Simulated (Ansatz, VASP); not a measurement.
**Ga2SnSe4: VASP beside Ansatz**

```
Ga Sn Se
1.0
     5.24952    0.00000    0.00000
    -2.62476    4.54622    0.00000
     0.00000    0.00000    7.98369
Ga Sn Se
2 1 4
Direct
  0.33333 0.66667 0.50000
  0.66667 0.33333 0.50000
  0.00000 0.00000 0.00000
  0.33333 0.66667 0.17615
  0.33333 0.66667 0.82385
  0.66667 0.33333 0.82385
  0.66667 0.33333 0.17615
```

Alike in both runs: functional PBE; k mesh 3 × 3 × 2; occupations gaussian, width 0.15 eV; no spin polarisation.

Ansatz relaxed the structure, and its values are those at the end. VASP's run is a single point on that final structure, the one shown.

|  | VASP | Ansatz |
| --- | --- | --- |
| version | VASP 6.6.1 | Ansatz 0.2.0 |
| potentials or method | VASP PAW PBE potentials, release 64 (Ga_d, Sn_d, Se), cutoff 500 eV | scalar-relativistic, plane waves, PAW |
| valence electrons in the cell | 64 | 104 |

```csv
,VASP,Ansatz,Ansatz less VASP
gap on the k mesh at the Fermi level (eV),none,none,-
pressure (GPa),-0.5,-0.5,-0.03
rms of the force components (eV/Å),0.008,0.013,+0.0047
```

A gap of «none» marks a metal or a gap that the smearing closes. VASP's potentials hold 64 valence electrons a cell and Ansatz's 104, so a difference there can come from the potentials and not from the codes.

The k mesh is coarse, so the values compare programs but aren't converged.
